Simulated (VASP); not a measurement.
# Co in VASP: single point with PBE

Aim: the single point of Co with PBE.

Program: VASP 6.6.1. These are calculated values, not measurements. Logs are shortened: lines on timing, memory, paths and dates and some standing lists are left out, and cuts for length are marked.

## Step 1: The cell of the first run

The cell holds a slab with vacuum, 7 atoms: a = 2.540 Å, b = 2.540 Å, c = 30.774 Å, α = 90.00°, β = 90.00°, γ = 90.00°.

## Step 2: Single point, PBE, collinear spin, ferromagnetic start

File INCAR:

```
SYSTEM = Co
PREC = Accurate
ENCUT = 520
EDIFF = 1E-6
ISMEAR = 0
SIGMA = 0.1
LREAL = .False.
LASPH = .True.
NELM = 200
ALGO = Normal
ISIF = 2
LWAVE = .False.
LCHARG = .False.
ISPIN = 2
MAGMOM = 2.14 1.97 1.95 1.9 1.94 1.92 2.09
LORBIT = 11
LMAXMIX = 4
LDIPOL = .True.
IDIPOL = 3
DIPOL = 0.5 0.5 0.496
GGA = PE
NBANDS = 44
GGA_COMPAT = .False.
NELMDL = -8
KPAR = 4
```

File KPOINTS:

```
regular mesh
0
Gamma
  20 20 1
  0 0 0
```

File POSCAR:

```
Co
1.0
    2.5395032900      0.0000000000      0.0000000000
    0.0000000000      2.5395032900      0.0000000000
    0.0000000000      0.0000000000     30.7741999383
Co
7
Direct
    0.5000000000      0.5000000000      0.3249475216
    0.0000000000      0.0000000000      0.3832983478
    0.5000000000      0.5000000000      0.4416491739
    0.0000000000      0.0000000000      0.4970553034
    0.5000000000      0.5000000000      0.5525533566
    0.0000000000      0.0000000000      0.6094014910
    0.5000000000      0.5000000000      0.6624385612
```

Potentials or basis: VASP PAW PBE potentials, release 64 (Co).

The run is started by

```sh
> cat potpaw_PBE.64/Co/POTCAR > POTCAR
> mpirun -np 4 vasp_std > vasp.out
```

OUTCAR:

```text
SYSTEM = Co
   PREC = Accurate
   ENCUT = 520
   EDIFF = 1E-6
   ISMEAR = 0
   LREAL = .False.
   LASPH = .True.
   NELM = 200
   ISIF = 2
   ISPIN = 2
   LORBIT = 11
   GGA = PE
   NELMDL = -8

 ion  position               nearest neighbor table
   1  0.500  0.500  0.325-   2 2.54   2 2.54   2 2.54   2 2.54
   2  0.000  0.000  0.383-   3 2.54   3 2.54   3 2.54   3 2.54   1 2.54   1 2.54   1 2.54   1 2.54

   3  0.500  0.500  0.442-   4 2.48   4 2.48   4 2.48   4 2.48   2 2.54   2 2.54   2 2.54   2 2.54

   4  0.000  0.000  0.497-   3 2.48   3 2.48   3 2.48   3 2.48   5 2.48   5 2.48   5 2.48   5 2.48

   5  0.500  0.500  0.553-   4 2.48   4 2.48   4 2.48   4 2.48   6 2.51   6 2.51   6 2.51   6 2.51

   6  0.000  0.000  0.609-   7 2.43   7 2.43   7 2.43   7 2.43   5 2.51   5 2.51   5 2.51   5 2.51

   7  0.500  0.500  0.662-   6 2.43   6 2.43   6 2.43   6 2.43

  LATTYP: Found a simple tetragonal cell.
 ALAT       =     2.5395032900
 C/A-ratio  =    12.1181965227

  Lattice vectors:

 A1 = (   2.5395032900,   0.0000000000,   0.0000000000)
 A2 = (   0.0000000000,   2.5395032900,   0.0000000000)
 A3 = (   0.0000000000,   0.0000000000,  30.7741999383)

Analysis of symmetry for initial positions (statically):
=====================================================================
 Subroutine PRICEL returns:
 Original cell was already a primitive cell.

 Routine SETGRP: Setting up the symmetry group for a
 simple tetragonal supercell.

 Subroutine GETGRP returns: Found  8 space group operations
 (whereof  8 operations were pure point group operations)
 out of a pool of 16 trial point group operations.

The static configuration has the point symmetry C_4v.

Analysis of symmetry for dynamics (positions and initial velocities):
=====================================================================
 Subroutine PRICEL returns:
 Original cell was already a primitive cell.

 Routine SETGRP: Setting up the symmetry group for a
 simple tetragonal supercell.

 Subroutine GETGRP returns: Found  8 space group operations
 (whereof  8 operations were pure point group operations)
 out of a pool of 16 trial point group operations.

The dynamic configuration has the point symmetry C_4v.

Analysis of structural, dynamic, and magnetic symmetry:
=====================================================================
 Subroutine PRICEL returns:
 Original cell was already a primitive cell.

 Routine SETGRP: Setting up the symmetry group for a
 simple tetragonal supercell.

 Subroutine GETGRP returns: Found  8 space group operations
 (whereof  8 operations were pure point group operations)
 out of a pool of 16 trial point group operations.

The overall configuration has the point symmetry C_4v.

 Subroutine INISYM returns: Found  8 space group operations
 (whereof  8 operations are pure point group operations),
 and found     1 'primitive' translations

----------------------------------------------------------------------------------------

                                     Primitive cell

  volume of cell :     198.4652

  direct lattice vectors                    reciprocal lattice vectors
     2.539503290  0.000000000  0.000000000     0.393777793  0.000000000  0.000000000
     0.000000000  2.539503290  0.000000000     0.000000000  0.393777793  0.000000000
     0.000000000  0.000000000 30.774199938     0.000000000  0.000000000  0.032494752

  length of vectors
     2.539503290  2.539503290 30.774199938     0.393777793  0.393777793  0.032494752

  position of ions in fractional coordinates (direct lattice)
     0.500000000  0.500000000  0.324947522
     0.000000000  0.000000000  0.383298348
     0.500000000  0.500000000  0.441649174
     0.000000000  0.000000000  0.497055303
     0.500000000  0.500000000  0.552553357
     0.000000000  0.000000000  0.609401491
     0.500000000  0.500000000  0.662438561

  ion indices of the primitive-cell ions
   primitive index   ion index
                 1           1
                 2           2
                 3           3
                 4           4
                 5           5
                 6           6
                 7           7

[... 59 lines left out ...]
   NGX,Y,Z   is equivalent  to a cutoff of  13.09, 13.09, 12.97 a.u.
   NGXF,Y,Z  is equivalent  to a cutoff of  26.19, 26.19, 25.93 a.u.
 SYSTEM =  Co
   PREC   = accura    normal or accurate (medium, high low for compatibility)
   ISTART =      0    job   : 0-new  1-cont  2-samecut
   ICHARG =      2    charge: 1-file 2-atom 10-const
   ISPIN  =      2    spin polarized calculation?
   LNONCOLLINEAR =      F non collinear calculations
   LSORBIT =      F    spin-orbit coupling
   LASPH  =      T    aspherical Exc in radial PAW
   ENCUT  =  520.0 eV  38.22 Ry    6.18 a.u.   4.72  4.72 57.22*2*pi/ulx,y,z
   NELM   =    200;   NELMIN=  2; NELMDL= -8     # of ELM steps
   EDIFF  = 0.1E-05   stopping-criterion for ELM
   LREAL  =      F    real-space projection
   EDIFFG = 0.1E-04   stopping-criterion for IOM
   NSW    =      0    number of steps for IOM
   IBRION =     -1    ionic relax: 0-MD 1-quasi-New 2-CG
   NFREE  =      0    steps in history (QN), initial steepest desc. (CG)
   ISIF   =      2    stress and relaxation
   ISYM   =      2    0-nonsym 1-usesym 2-fastsym
   POTIM  = 0.5000    time-step for ionic-motion
   TEBEG  =    0.0;   TEEND  =   0.0 temperature during run
   PSTRESS=    0.0 pullay stress
   NELECT =      63.0000    total number of electrons
   NUPDOWN=      -1.0000    fix difference up-down
   EMIN   =  10.00;   EMAX   =-10.00  energy-range for DOS
   EFERMI =   0.00;   METHOD = LEGACY
   ISMEAR =     0;   SIGMA  =   0.10  broadening in eV -4-tet -1-fermi 0-gaus
   EFERMI_NEDOS =   21; number of points for ismear=-14 and -15
   IALGO  =     38    algorithm
   IMIX   =      4    mixing-type and parameters
     AMIX     =   0.40;   BMIX     =  1.00
     AMIX_MAG =   1.60;   BMIX_MAG =  1.00
  volume/ion in A,a.u.               =      28.35       191.33
  Fermi-wavevector in a.u.,A,eV,Ry     =   1.116761  2.110372 16.968576  1.247155
  Thomas-Fermi vector in A             =   2.253378
   LORBIT       =     11    0 simple, 1 ext, 2 COOP (PROOUT), +10 PAW based schemes
   GGA     = PE    functional components
   LHFCALC =     F    Hartree Fock is set to
   AEXX    =    0.0000 exact exchange contribution
   IVDW    =     0    specifies the selected vdW correction
   LEPSILON=     F    determine dielectric tensor
   LRPA    =     F    only Hartree local field effects (RPA)
 spin polarized calculation
 Gauss-broadening in eV      SIGMA  =   0.10
  energy-cutoff  :      520.00
  volume of cell :      198.47
 maximum number of plane-waves:      5393
 NGX is ok and might be reduce to    20
   NGX =  9   NGY =  9   NGZ =115

 dipolmoment           0.000000      0.000000      0.000234 electrons x Angstroem

 number of electron      63.0000033 magnetization      12.0131078

 dipolmoment           0.000000      0.000000     -0.001351 electrons x Angstroem

 Free energy of the ion-electron system (eV)
  ---------------------------------------------------
  ext. energy  EPLUGINS =         0.00000000
  ---------------------------------------------------
  free energy    TOTEN  =       -47.05819146 eV

  energy without entropy =      -47.01518248  energy(sigma->0) =      -47.03668697

 E-fermi :   1.2596     XC(G=0):  -5.8757

 val. band max:        1.2570772860   @ k =   0.2000   0.0500   0.0000
 cond. band min:       1.2598894653   @ k =   0.3500   0.3500   0.0000
 fundamental gap:      0.0028121793
 Fermi energy:         1.2596142669

 spin component 1

 k-point     1 :       0.0000    0.0000    0.0000
  band No.  band energies     occupation
      1      -7.3820      1.00000
      2      -6.6749      1.00000
      3      -5.6827      1.00000
      4      -4.5190      1.00000
      5      -3.8873      1.00000
      6      -3.8245      1.00000
[... 1093 lines left out ...]
     42       4.2025      0.00000
     43       5.6564      0.00000

 [... further k-points ...]

 spin component 2

 k-point     1 :       0.0000    0.0000    0.0000
  band No.  band energies     occupation
      1      -7.3660      1.00000
      2      -6.6460      1.00000
      3      -5.6205      1.00000
      4      -4.3149      1.00000
      5      -3.1823      1.00000
      6      -2.6765      1.00000
[... 1093 lines left out ...]
     42       4.8752      0.00000
     43       6.1321      0.00000

 [... further k-points ...]

 [bands above 43 left out]

------------------------ aborting loop because EDIFF is reached ----------------------------------------

 vacuum level on the upper side and lower side of the slab       (xc-potential included)        -0.024         0.012

  FORCE on cell =-STRESS in cart. coord.  units (eV):
  Direction    XX          YY          ZZ          XY          YZ          ZX
  --------------------------------------------------------------------------------------
  -------------------------------------------------------------------------------------
  Total       -5.0373950     -5.0373950     -2.1433010      0.0000000      0.0000000      0.0000000
  in kB      -40.6660753    -40.6660753    -17.3025222      0.0000000      0.0000000      0.0000000
  external PRESSURE =     -32.8782243 kB  Pullay stress =       0.0000000 kB

 VOLUME and BASIS-vectors are now :
 -----------------------------------------------------------------------------
  energy-cutoff  :      520.00
  volume of cell :      198.47
      direct lattice vectors                 reciprocal lattice vectors
     2.539503290  0.000000000  0.000000000     0.393777793  0.000000000  0.000000000
     0.000000000  2.539503290  0.000000000     0.000000000  0.393777793  0.000000000
     0.000000000  0.000000000 30.774199938     0.000000000  0.000000000  0.032494752

 POSITION                                       TOTAL-FORCE (eV/Angst)
 -----------------------------------------------------------------------------------
      1.26975      1.26975     10.00000        -0.000000      0.000000      0.751081
      0.00000      0.00000     11.79570        -0.000000     -0.000000     -0.369208
      1.26975      1.26975     13.59140         0.000000     -0.000000     -0.376265
      0.00000      0.00000     15.29648        -0.000000     -0.000000      0.008261
      1.26975      1.26975     17.00439        -0.000000     -0.000000      0.005643
      0.00000      0.00000     18.75384        -0.000000     -0.000000      0.005730
      1.26975      1.26975     20.38602        -0.000000      0.000000     -0.025240
 -----------------------------------------------------------------------------------
    total drift:                               -0.000000     -0.000000      0.000657

  FREE ENERGIE OF THE ION-ELECTRON SYSTEM (eV)
  ---------------------------------------------------
  free  energy   TOTEN  =       -47.0581914595 eV

  energy  without entropy=      -47.0151824830  energy(sigma->0) =      -47.03668697

 vacuum level on the upper side and lower side of the slab         5.760         5.798

 total charge

# of ion       s       p       d       tot
------------------------------------------
    1        0.444   0.327   7.196   7.967
    2        0.461   0.467   7.221   8.149
    3        0.474   0.492   7.232   8.199
    4        0.484   0.511   7.251   8.246
    5        0.479   0.502   7.241   8.221
    6        0.486   0.519   7.258   8.263
    7        0.467   0.364   7.228   8.058
--------------------------------------------------
tot          3.294   3.181  50.627  57.103

 magnetization (x)

# of ion       s       p       d       tot
------------------------------------------
    1        0.002  -0.027   1.919   1.894
    2       -0.012  -0.046   1.773   1.715
    3       -0.012  -0.047   1.749   1.690
    4       -0.013  -0.051   1.709   1.646
    5       -0.012  -0.046   1.738   1.680
    6       -0.013  -0.049   1.718   1.655
    7       -0.000  -0.026   1.880   1.853
--------------------------------------------------
tot         -0.059  -0.293  12.486  12.134
```

It took 11 min on 4 MPI ranks of AMD EPYC 9R45 (Zen 5), shared host; peak memory 0.86 GiB.

Results:

```yaml
Free_energy: -47.0582 eV
Largest_force: 0.751 eV/Å
Net_moment: 12.01 μB per cell
Site_moments: Co +1.89, +1.72, +1.69, +1.65, +1.68, +1.66, +1.85 μB
Valence_electrons_inside_the_program's_atomic_spheres: Co 7.97, 8.15, 8.20, 8.25, 8.22, 8.26, 8.06
```

Forces on the atoms (eV/Å):
```
Co   0.000  0.000  0.751
Co   0.000  0.000 -0.369
Co   0.000  0.000 -0.376
Co   0.000  0.000  0.008
Co   0.000  0.000  0.006
Co   0.000  0.000  0.006
Co   0.000  0.000 -0.025
```
